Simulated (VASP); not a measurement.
# MoS2 (P6_3/mmc) in VASP: vibrations by perturbation theory with LDA

Aim: the vibrations by perturbation theory of MoS2 with LDA.

Program: VASP 6.6.1. These are calculated values, not measurements. Logs are shortened: lines on timing, memory, paths and dates and some standing lists are left out, and cuts for length are marked.

## Step 1: The cell of the first run

It takes space group P6_3/mmc (No. 194, hexagonal). Conventional cell: a = 3.122 Å, b = 3.122 Å, c = 12.075 Å, α = 90.00°, β = 90.00°, γ = 120.00°. Within 3.1 Å of Mo (site symmetry -6m2) lie 6 S at 2.38 Å. S (site symmetry 3m) has 3 Mo at 2.38 Å within 3.1 Å.

## Step 2: Vibrations by perturbation theory, LDA

Contents of INCAR:

```
SYSTEM = MoS2
PREC     = Accurate       ! precision mode
ENCUT    = 520            ! plane-wave cutoff, eV
EDIFF    = 1E-8           ! SCF threshold, eV
ISMEAR   = 0              ! smearing method
SIGMA    = 0.01           ! smearing width, eV
LREAL    = .FALSE.        ! projectors in reciprocal space
LASPH    = .TRUE.         ! aspherical terms in the spheres
NELM     = 100            ! most SCF steps
ALGO     = Normal         ! electronic algorithm
ISIF     = 2              ! what is computed and relaxed
LWAVE    = .FALSE.        ! write WAVECAR
LCHARG   = .TRUE.         ! write CHGCAR
IBRION   = 8              ! ionic algorithm
NSW      = 1              ! ionic steps
```

Contents of KPOINTS:

```
Automatic mesh
0
G
  8 8 2
  0 0 0
```

Contents of POSCAR:

```
MoS2
1.0
    3.1221734778      0.0000000000      0.0000000000
   -1.5610867389      2.7038815468      0.0000000000
    0.0000000000      0.0000000000     12.0749797411
Mo S
2 4
Direct
    0.3333333333      0.6666666667      0.2500000000
    0.6666666667      0.3333333333      0.7500000000
    0.3333333333      0.6666666667      0.6212821660
    0.6666666667      0.3333333333      0.1212821660
    0.3333333333      0.6666666667      0.8787178340
    0.6666666667      0.3333333333      0.3787178340
```

Potentials or basis: VASP PAW LDA potentials, release 64 (Mo_sv, S).

Run with:

```console
cat potpaw_LDA.64/Mo_sv/POTCAR potpaw_LDA.64/S/POTCAR > POTCAR
mpirun -np 1 vasp_std > vasp.out
```

OUTCAR:

```text
SYSTEM = MoS2
   PREC = Accurate
   ENCUT = 520
   EDIFF = 1E-8
   ISMEAR = 0
   LREAL = .FALSE.
   LASPH = .TRUE.
   NELM = 100
   ISIF = 2
   IBRION = 8
   NSW = 1

 ion  position               nearest neighbor table
   1  0.333  0.667  0.250-   4 2.38   6 2.38   4 2.38   6 2.38   4 2.38   6 2.38
   2  0.667  0.333  0.750-   3 2.38   5 2.38   3 2.38   5 2.38   3 2.38   5 2.38
   3  0.333  0.667  0.621-   2 2.38   2 2.38   2 2.38
   4  0.667  0.333  0.121-   1 2.38   1 2.38   1 2.38
   5  0.333  0.667  0.879-   2 2.38   2 2.38   2 2.38
   6  0.667  0.333  0.379-   1 2.38   1 2.38   1 2.38

  LATTYP: Found a hexagonal cell.
 ALAT       =     3.1221734778
 C/A-ratio  =     3.8674916134

  Lattice vectors:

 A1 = (   3.1221734778,   0.0000000000,   0.0000000000)
 A2 = (  -1.5610867389,   2.7038815468,   0.0000000000)
 A3 = (   0.0000000000,   0.0000000000,  12.0749797411)

Analysis of symmetry for initial positions (statically):
=====================================================================
 Subroutine PRICEL returns:
 Original cell was already a primitive cell.

 Routine SETGRP: Setting up the symmetry group for a
 hexagonal supercell.

 Subroutine GETGRP returns: Found 24 space group operations
 (whereof 12 operations were pure point group operations)
 out of a pool of 24 trial point group operations.

The static configuration has the point symmetry D_3d.
 The point group associated with its full space group is D_6h.

Analysis of symmetry for dynamics (positions and initial velocities):
=====================================================================
 Subroutine PRICEL returns:
 Original cell was already a primitive cell.

 Routine SETGRP: Setting up the symmetry group for a
 hexagonal supercell.

 Subroutine GETGRP returns: Found 24 space group operations
 (whereof 12 operations were pure point group operations)
 out of a pool of 24 trial point group operations.

The dynamic configuration has the point symmetry D_3d.
 The point group associated with its full space group is D_6h.

 Subroutine INISYM returns: Found 24 space group operations
 (whereof 12 operations are pure point group operations),
[... 846 lines left out ...]

 VOLUME and BASIS-vectors are now :
 -----------------------------------------------------------------------------
  energy-cutoff  :      520.00
  volume of cell :      101.94
      direct lattice vectors                 reciprocal lattice vectors
     3.122173478  0.000000000  0.000000000     0.320289698  0.184919343  0.000000000
    -1.561086739  2.703881547  0.000000000     0.000000000  0.369838687  0.000000000
     0.000000000  0.000000000 12.074979741     0.000000000  0.000000000  0.082815874

 POSITION                                       TOTAL-FORCE (eV/Angst)
 -----------------------------------------------------------------------------------
     -0.00000      1.80259      3.01874        -0.000000      0.000000     -0.000000
      1.56109      0.90129      9.05623         0.000000      0.000000     -0.000000
     -0.00000      1.80259      7.50197         0.000000     -0.000000     -0.013916
      1.56109      0.90129      1.46448        -0.000000     -0.000000     -0.013916
     -0.00000      1.80259     10.61050         0.000000      0.000000      0.013916
      1.56109      0.90129      4.57301        -0.000000     -0.000000      0.013916
 -----------------------------------------------------------------------------------
    total drift:                               -0.000000      0.000000     -0.000000

  FREE ENERGIE OF THE ION-ELECTRON SYSTEM (eV)
  ---------------------------------------------------
  free  energy   TOTEN  =       -48.9575441937 eV

  energy  without entropy=      -48.9575441937  energy(sigma->0) =      -48.95754419

[... ionic steps 2 to 9 ...]

--------------------------------------- Ionic step       10  -------------------------------------------

------------------------ aborting loop because EDIFF is reached ----------------------------------------

[... ionic steps 11 to 11 ...]

--------------------------------------- Ionic step       12  -------------------------------------------

 Free energy of the ion-electron system (eV)
  ---------------------------------------------------
  ---------------------------------------------------
  free energy    TOTEN  =        -0.14881242 eV

  energy without entropy =       -0.14881242

------------------------ aborting loop because EDIFF is reached ----------------------------------------

 INTERNAL STRAIN TENSOR  FOR ION    3  DIRECTION 3   (eV/Angst):
 -----------------------------------------------------------------------------
    10.70261 -0.00000  0.00000
     0.00000 10.70261  0.00000
    -0.00000  0.00000 29.33417

 INTERNAL STRAIN TENSOR FOR ION    6 for displacements in x,y,z  (eV/Angst):
          X           Y           Z          XY          YZ          ZX
  --------------------------------------------------------------------------------
  x     0.00000     0.00000     0.00000     3.52458     0.00000   -13.54353
  y     3.52458    -3.52458     0.00000    -0.00000   -15.21615     0.00000
  z   -10.70261   -10.70261   -29.33417    -0.00000     0.00000     0.00000

 SECOND DERIVATIVES (NOT SYMMETRIZED)
 ------------------------------------
               1X          1Y          1Z          2X          2Y          2Z          3X          3Y          3Z          4X          4Y          4Z          5X          5Y          5Z          6X          6Y          6Z
  1X   -21.457366    0.000000    0.000000    0.048485    0.000000    0.000000    0.065711    0.000000    0.000000   10.638729    0.000000    0.000000    0.065711    0.000000    0.000000   10.638729    0.000000    0.000000
  1Y     0.000000  -21.457366   -0.000000    0.000000    0.048485   -0.000000    0.000000    0.065711   -0.000000    0.000000   10.638729    0.000000   -0.000000    0.065711    0.000000    0.000000   10.638729   -0.000000
  1Z     0.000000    0.000000  -31.661085    0.000000    0.000000    0.243679    0.000000    0.000000   -0.080297    0.000000    0.000000   15.789000   -0.000000    0.000000   -0.080297    0.000000    0.000000   15.789000
  2X     0.048485    0.000000    0.000000  -21.457366    0.000000    0.000000   10.638729    0.000000    0.000000    0.065711    0.000000    0.000000   10.638729    0.000000    0.000000    0.065711    0.000000    0.000000
  2Y     0.000000    0.048485   -0.000000    0.000000  -21.457366   -0.000000    0.000000   10.638729   -0.000000   -0.000000    0.065711    0.000000    0.000000   10.638729    0.000000    0.000000    0.065711   -0.000000
  2Z     0.000000    0.000000    0.243679    0.000000    0.000000  -31.661085    0.000000    0.000000   15.789000   -0.000000    0.000000   -0.080297    0.000000    0.000000   15.789000    0.000000    0.000000   -0.080297
  3X     0.061389   -0.000000    0.000000   10.629458    0.000000    0.000000  -10.297748    0.000000    0.000000   -0.035656    0.000000    0.000000   -0.429622    0.000000   -0.000000    0.072179   -0.000000    0.000000
  3Y     0.000000    0.061389    0.000000    0.000000   10.629458    0.000000    0.000000  -10.297748    0.000000    0.000000   -0.035656    0.000000    0.000000   -0.429622    0.000000    0.000000    0.072179    0.000000
  3Z     0.000000   -0.000000    0.041948    0.000000   -0.000000   15.648296    0.000000   -0.000000  -18.002509    0.000000    0.000000    0.095190    0.000000    0.000000    1.917732    0.000000   -0.000000    0.299342
  4X    10.629458    0.000000   -0.000000    0.061389    0.000000    0.000000   -0.035656    0.000000    0.000000  -10.297748    0.000000    0.000000    0.072179    0.000000    0.000000   -0.429622    0.000000    0.000000
  4Y     0.000000   10.629458    0.000000    0.000000    0.061389    0.000000    0.000000   -0.035656   -0.000000    0.000000  -10.297748   -0.000000    0.000000    0.072179   -0.000000    0.000000   -0.429622    0.000000
  4Z    -0.000000    0.000000   15.648296    0.000000    0.000000    0.041948    0.000000    0.000000    0.095190    0.000000    0.000000  -18.002509    0.000000    0.000000    0.299342    0.000000    0.000000    1.917732
  5X     0.061389    0.000000    0.000000   10.629458    0.000000   -0.000000   -0.429622    0.000000    0.000000    0.072179    0.000000    0.000000  -10.297748    0.000000    0.000000   -0.035656    0.000000    0.000000
  5Y     0.000000    0.061389    0.000000    0.000000   10.629458    0.000000    0.000000   -0.429622    0.000000    0.000000    0.072179   -0.000000    0.000000  -10.297748   -0.000000    0.000000   -0.035656   -0.000000
  5Z     0.000000    0.000000    0.041948   -0.000000    0.000000   15.648296    0.000000    0.000000    1.917732    0.000000    0.000000    0.299342    0.000000    0.000000  -18.002509    0.000000    0.000000    0.095190
  6X    10.629458    0.000000    0.000000    0.061389   -0.000000    0.000000    0.072179   -0.000000    0.000000   -0.429622    0.000000   -0.000000   -0.035656    0.000000    0.000000  -10.297748    0.000000    0.000000
  6Y     0.000000   10.629458    0.000000    0.000000    0.061389    0.000000    0.000000    0.072179    0.000000    0.000000   -0.429622    0.000000    0.000000   -0.035656    0.000000    0.000000  -10.297748    0.000000
  6Z     0.000000   -0.000000   15.648296    0.000000   -0.000000    0.041948    0.000000   -0.000000    0.299342    0.000000    0.000000    1.917732    0.000000    0.000000    0.095190    0.000000   -0.000000  -18.002509

 Eigenvectors and eigenvalues of the dynamical matrix
 ----------------------------------------------------

   1 f  =   14.282234 THz    89.737921 2PiTHz  476.404036 cm-1    59.066546 meV
             X         Y         Z           dx          dy          dz
     -0.000000  1.802588  3.018745    -0.000000    0.000000   -0.441465
      1.561087  0.901294  9.056235    -0.000000   -0.000000    0.441465
     -0.000000  1.802588  7.501970     0.000000    0.000000   -0.390582
      1.561087  0.901294  1.464480     0.000000   -0.000000    0.390582
     -0.000000  1.802588 10.610500     0.000000   -0.000000   -0.390582
      1.561087  0.901294  4.573010     0.000000   -0.000000    0.390582
[... 145 lines left out ...]
  18 f/i=    0.004071 THz     0.025576 2PiTHz    0.135778 cm-1     0.016834 meV
             X         Y         Z           dx          dy          dz
     -0.000000  1.802588  3.018745    -0.000000    0.000000    0.547299
      1.561087  0.901294  9.056235    -0.000000    0.000000    0.547299
     -0.000000  1.802588  7.501970    -0.000000    0.000000    0.316594
      1.561087  0.901294  1.464480    -0.000000    0.000000    0.316594
     -0.000000  1.802588 10.610500    -0.000000    0.000000    0.316594
      1.561087  0.901294  4.573010    -0.000000    0.000000    0.316594

--------------------------------------------------------------------------------------------------------

 ELASTIC MODULI CONTR FROM IONIC RELAXATION (kBar)
 Direction    XX          YY          ZZ          XY          YZ          ZX
 --------------------------------------------------------------------------------
 XX        -436.9906   -278.7017   -980.7997      0.0000     -0.0000      0.0000
 YY        -278.7017   -436.9906   -980.7997      0.0000      0.0000      0.0000
 ZZ        -980.7997   -980.7997  -2688.2166      0.0000     -0.0000      0.0000
 XY           0.0000      0.0000      0.0000    -79.1444      0.0000      0.0000
 YZ          -0.0000     -0.0000     -0.0000      0.0000  -1459.1315      0.0000
 ZX           0.0000      0.0000      0.0000      0.0000      0.0000  -1155.9746
 --------------------------------------------------------------------------------
```

Run time: 29 min. Hardware: 1 thread of Intel Xeon Platinum 8259CL at 2.50GHz (Skylake/Cascade Lake), shared host; peak memory 0.56 GiB.

What came out:

* Highest phonon frequency at Γ, LO-TO splitting left out: 476 cm⁻¹

Phonon frequencies in cm⁻¹ (negative: imaginary):
```tsv
q point	frequencies
(0.000, 0.000, 0.000)	0 0 0 36 36 57 288 288 291 291 389 389 389 389 409 413 471 476
```
